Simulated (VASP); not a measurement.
# Ti7Al10V3 (P1) in VASP: notebook, part 2 of 2

VASP 6.6.1. Earlier steps stand in the parts before.

**3. Single point, PBE**

This run uses another cell than the first one, of 15.90 Å³/atom, 1.002 times its volume.

The input, INCAR:

```
SYSTEM = Ti7Al10V3
PREC     = Accurate       ! precision mode
ENCUT    = 520            ! plane-wave cutoff, eV
EDIFF    = 1E-6           ! SCF threshold, eV
ISMEAR   = 0              ! smearing method
SIGMA    = 0.1            ! smearing width, eV
LREAL    = Auto         
LASPH    = .TRUE.         ! aspherical terms in the spheres
NELM     = 100            ! most SCF steps
ALGO     = Fast           ! electronic algorithm
ISIF     = 2              ! what is computed and relaxed
LWAVE    = .FALSE.        ! write WAVECAR
LCHARG   = .FALSE.        ! write CHGCAR
GGA      = PE             ! functional
ISYM     = 0            
NBANDS   = 92             ! bands
```

The input, KPOINTS:

```
Automatic mesh
0
Gamma
  2 2 2
  0.5 0.5 0.5
```

The input, POSCAR:

```
Ti7Al10V3
1.0
   -6.1757399995      3.8224691275      2.0572464487
    6.1324720511      3.7489511133     -2.0400142653
   -2.0291748281     -3.7878172708     -6.1528275443
Al Ti V
10 7 3
Direct
    0.1395752776      0.0513811783      0.7007067407
    0.6629504024      0.5498691402      0.6997469728
    0.6782879350      0.8975534104      0.6136125753
    0.3502832891      0.4492695824      0.2911634880
    0.3944382999      0.7990013919      0.1979209976
   -0.0069324705     -0.0041811699      1.0038895777
    0.8056196511      0.5992449313      0.3884653226
    0.8459494735      0.9519340745      0.3043163739
    0.4615308404      0.1559077360      0.1029147671
    0.9420309483      0.6328422357      0.0917819914
    0.0470378798      0.3523634753      0.9101821410
    0.1140275871      0.6999883254      0.7898541310
    0.2233501671      0.4166361061      0.5989495410
    0.5807036775      0.1883508554      0.7948907000
    0.2936298093      0.0926323140      0.4020407308
    0.7454701880      0.2442375916      0.4920386792
    0.4954870394      0.5057192801      0.9878479586
    0.5664479790      0.8703310398      0.9296265993
    0.2381276660      0.7395226656      0.4780162608
    0.9160165670      0.2995355672      0.2137420563
```

Potentials or basis: VASP PAW PBE potentials, release 64 (Al, Ti_sv, V_sv).

Command:

```sh
$ cat potpaw_PBE.64/Al/POTCAR potpaw_PBE.64/Ti_sv/POTCAR potpaw_PBE.64/V_sv/POTCAR > POTCAR
$ mpirun -np 1 vasp_std > vasp.out
```

OUTCAR:

```text
SYSTEM = Ti7Al10V3
   PREC = Accurate
   ENCUT = 520
   EDIFF = 1E-6
   ISMEAR = 0
   LREAL = Auto
   LASPH = .TRUE.
   NELM = 100
   ISIF = 2
   GGA = PE
   ISYM = 0

 ion  position               nearest neighbor table
   1  0.140  0.051  0.701-  14 2.78  17 2.78  15 2.79  12 2.80   7 2.80   6 2.81  13 2.83   8 2.86
                            11 2.89   3 2.90   9 2.97  19 3.03
   2  0.663  0.550  0.700-   6 2.76  13 2.77  17 2.78  14 2.78   3 2.79  12 2.83  15 2.83  10 2.84
                             7 2.84  16 2.85   4 2.98  18 3.09
   3  0.678  0.898  0.614-  19 2.70  18 2.74  14 2.78   2 2.79   4 2.81  16 2.82  11 2.82   6 2.89
                             1 2.90   8 2.94   5 2.95   7 3.13
   4  0.350  0.449  0.291-  20 2.72  13 2.74   5 2.76   6 2.78  17 2.81   3 2.81  11 2.81   7 2.85
                            15 2.86  19 2.88   9 2.89   2 2.98
   5  0.394  0.799  0.198-  18 2.69  19 2.69  11 2.74  16 2.75   4 2.76   9 2.77  10 2.79   8 2.80
                            15 2.88  12 2.90  17 2.90   3 2.95
   6  0.993  0.996  0.004-  18 2.72   2 2.76   8 2.78   4 2.78  11 2.79   1 2.81  10 2.82  20 2.82
                             3 2.89  15 2.90   9 2.92  12 3.04
   7  0.806  0.599  0.388-  10 2.70  19 2.71   9 2.72   8 2.75   1 2.80  16 2.81   2 2.84   4 2.85
                            20 2.89  12 2.93  17 2.95   3 3.13
[... 556 lines left out ...]
     87       9.5327      0.00000
     88       9.6475      0.00000
 [bands above 88 left out]

------------------------ aborting loop because EDIFF is reached ----------------------------------------

  FORCE on cell =-STRESS in cart. coord.  units (eV):
  Direction    XX          YY          ZZ          XY          YZ          ZX
  --------------------------------------------------------------------------------------
  -------------------------------------------------------------------------------------
  Total        0.0394127     -0.1511824     -0.1053289     -0.0630406      0.0522986      0.0391589
  in kB        0.1985161     -0.7614843     -0.5305267     -0.3175264      0.2634208      0.1972378
  external PRESSURE =      -0.3644983 kB  Pullay stress =       0.0000000 kB

 VOLUME and BASIS-vectors are now :
 -----------------------------------------------------------------------------
  energy-cutoff  :      520.00
  volume of cell :      318.09
      direct lattice vectors                 reciprocal lattice vectors
    -6.175740000  3.822469127  2.057246449    -0.096808431  0.131634163 -0.049109929
     6.132472051  3.748951113 -2.040014265     0.049440380  0.132581024 -0.097925037
    -2.029174828 -3.787817271 -6.152827544    -0.048760977  0.000054729 -0.146479443

 POSITION                                       TOTAL-FORCE (eV/Angst)
 -----------------------------------------------------------------------------------
     -1.96874     -1.92800     -4.12901        -0.004973     -0.006482     -0.010607
     -2.14206      1.94503     -4.06331        -0.003690      0.004128     -0.013644
      0.07016      3.63337     -4.21107        -0.005622     -0.000486     -0.002548
      0.00105      1.92036     -1.98738         0.013273      0.020262      0.008267
      2.06229      3.75346     -2.03629         0.002236     -0.014646      0.002631
     -0.03399      7.51451     -0.01243         0.005728      0.007679      0.015222
[... 12 lines left out ...]
      2.09451      1.87203     -3.95990        -0.005936      0.006683     -0.020652
     -4.25391      3.81477     -0.04170         0.014847     -0.020563     -0.015908
 -----------------------------------------------------------------------------------
    total drift:                               -0.000987      0.000041      0.001359

  FREE ENERGIE OF THE ION-ELECTRON SYSTEM (eV)
  ---------------------------------------------------
  free  energy   TOTEN  =      -123.4423905932 eV

  energy  without entropy=     -123.3518974947  energy(sigma->0) =     -123.39714404
```

Run time: 6.8 min. Hardware: 1 thread of AMD EPYC 9R45 (Zen 5), shared host; peak memory 0.43 GiB.

Results:

```yaml
Free_energy: -123.4424 eV
Pressure: 0.0 GPa
Largest_force: 0.042 eV/Å
```

Forces on the atoms (eV/Å):
```
Al  -0.005 -0.006 -0.011
Al  -0.004  0.004 -0.014
Al  -0.006  0.000 -0.003
Al   0.013  0.020  0.008
Al   0.002 -0.015  0.003
Al   0.006  0.008  0.015
Al  -0.010 -0.011 -0.008
Al   0.004 -0.003  0.004
Al   0.014 -0.007  0.019
Al  -0.005  0.004  0.017
Ti  -0.007  0.002 -0.027
Ti   0.013 -0.007  0.016
Ti  -0.021  0.026 -0.003
Ti  -0.023  0.020  0.001
Ti   0.010  0.004  0.002
Ti  -0.017 -0.023 -0.010
Ti  -0.007  0.012  0.005
V    0.034 -0.013  0.021
V   -0.006  0.007 -0.021
V    0.015 -0.021 -0.016
```

Stress tensor (GPa, compression positive):
```
 0.02 -0.03  0.02
-0.03 -0.08  0.03
 0.02  0.03 -0.05
```

Caveat: the k points lie up to 0.54 Å⁻¹ apart.

**4. Single point, PBE**

This run uses another cell than the first one, of 15.93 Å³/atom, 1.004 times its volume.

The input, INCAR:

```
SYSTEM = Ti7Al10V3
PREC = Accurate ; ENCUT = 520
EDIFF = 1E-6 ; ISMEAR = 0
SIGMA = 0.1 ; LREAL = Auto
LASPH = .True. ; NELM = 60
ALGO = Fast ; ISIF = 2
LWAVE = .False. ; LCHARG = .False.
GGA = PE ; ISYM = 0
NBANDS = 92
```

KPOINTS is that of step 3.

The input, POSCAR:

```
Ti7Al10V3
1.0
   -6.0793936676      3.8966735281      1.9355570324
    6.0651291495      3.8771894581     -1.9393824466
   -2.1050621702     -3.8804963029     -6.0748183906
Al Ti V
10 7 3
Direct
    0.0978229111      0.6954350937      0.8033543176
    0.2097379487      0.3977494816      0.6173102961
    0.2448153930      0.7496393443      0.5084143223
    0.5991842300      0.2057081364      0.7955247081
    0.6622298055      0.5644386967      0.7030695095
    0.2997451227      0.0945669991      0.4107886746
    0.8085528196      0.6143995060      0.4048099609
    0.4481730128      0.1444009438      0.0954470318
    0.9099502219      0.3019237559      0.1844043144
    0.9424579125      0.6474171370      0.0866789334
    0.5572218328      0.8546192800      0.8971314598
    0.6878747076      0.9029189551      0.5830465727
    0.3524856280      0.4379973691      0.3102040262
    0.3801936756      0.7812256373      0.1905300804
    0.7420828518      0.2503907390      0.4786094650
    0.8702863126      0.9650452186      0.3125373802
    0.5076509403      0.5083612568      1.0103711420
    0.0348071867      0.3204164922      0.8708731953
    0.1478715858      0.0555374924      0.7295005337
    1.0060343322      0.0017044692      1.0017605881
```

Command:

```sh
$ cat potpaw_PBE.64/Al/POTCAR potpaw_PBE.64/Ti_sv/POTCAR potpaw_PBE.64/V_sv/POTCAR > POTCAR
$ mpirun -np 1 vasp_std > vasp.out
```

It took 7.1 min on 1 thread of AMD EPYC 9R45 (Zen 5), shared host; peak memory 0.43 GiB.

The run converged. Its results:

```
Free energy   : -123.3457 eV
Pressure      : -0.1 GPa
Largest force : 0.037 eV/Å
```

Forces on the atoms (eV/Å):
```
Al   0.000  0.002  0.016
Al  -0.005  0.002 -0.002
Al  -0.007  0.010  0.002
Al   0.002  0.002 -0.010
Al   0.009 -0.006  0.009
Al  -0.001 -0.001  0.007
Al   0.003 -0.002  0.012
Al  -0.008  0.006 -0.003
Al   0.004 -0.004  0.003
Al  -0.004 -0.005  0.004
Ti  -0.012 -0.016 -0.001
Ti  -0.022 -0.023  0.010
Ti   0.006  0.018 -0.007
Ti  -0.024  0.004 -0.015
Ti   0.003 -0.001  0.004
Ti   0.028 -0.014 -0.003
Ti   0.008 -0.009 -0.015
V    0.013  0.031 -0.016
V    0.002 -0.015  0.008
V    0.007  0.022 -0.003
```

Stress tensor (GPa, compression positive):
```
 0.01  0.03  0.02
 0.03 -0.16  0.00
 0.02  0.00 -0.03
```

Levels at points of the mesh, in eV from the Fermi level:
| k point | band 74 | band 75 | band 76 | band 77 | band 78 | band 79 |
| --- | --- | --- | --- | --- | --- | --- |
| (0.25, 0.25, 0.25) | -0.28 | -0.19 | -0.10 | -0.01 | 0.08 | 0.23 |

Caveat: the k points lie up to 0.54 Å⁻¹ apart.

**5. Overview**

```csv
cell,gap on the mesh (eV),pressure (GPa),largest force (eV/Å)
"a = 7.619, b = 7.610, c = 7.363 Å, angles 105.5, 103.8, 120.3°, 20 atoms",none,0.0,0.04
"a = 7.549, b = 7.472, c = 7.505 Å, angles 104.6, 104.9, 119.5°, 20 atoms",none,0.0,0.04
"a = 7.476, b = 7.455, c = 7.510 Å, angles 106.6, 104.5, 117.2°, 20 atoms",none,-0.1,0.04
```

Alike in all rows: task single point; level PBE; potentials or basis VASP PAW PBE potentials, release 64 (Al, Ti_sv, V_sv); no spin polarisation; k mesh 2 × 2 × 2, shifted; cutoff (eV) 520; smearing gaussian 0.1 eV.

Caveats: all runs use coarse meshes.

Total energies depend on the potentials used, so only differences within one code and one set of settings carry meaning.
